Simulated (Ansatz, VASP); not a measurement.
# NaMg2Si2 in VASP and in Ansatz

```
Na Mg Si
1.0
     2.75492   -5.27506    0.00000
     2.75492    5.27506    0.00000
     0.00000    0.00000    5.78456
Na Mg Si
1 2 2
Direct
  0.50000 0.50000 0.50000
  0.75058 0.24942 0.00000
  0.24942 0.75058 0.00000
  0.50000 0.50000 0.00000
  0.00000 0.00000 0.00000
```

Alike in both runs: functional PBE; k mesh 4 × 4 × 4; occupations gaussian, width 0.1 eV; no spin polarisation.

Ansatz relaxed the structure, and its values are those at the end. VASP's run is a single point on that final structure, the one shown.

|  | VASP | Ansatz |
| --- | --- | --- |
| version | VASP 6.6.1 | Ansatz 0.2.0 |
| potentials or method | VASP PAW PBE potentials, release 64 (Na_pv, Mg, Si), cutoff 520 eV | scalar-relativistic, plane waves, PAW |
| valence electrons in the cell | 19 | 37 |

|  | VASP | Ansatz | Ansatz less VASP |
| --- | --- | --- | --- |
| gap on the k mesh at the Fermi level (eV) | none | none | - |
| pressure (GPa) | 0.0 | 0.0 | +0.01 |

A gap of «none» marks a metal or a gap that the smearing closes. VASP's potentials hold 19 valence electrons a cell and Ansatz's 37, so a difference there can come from the potentials and not from the codes.
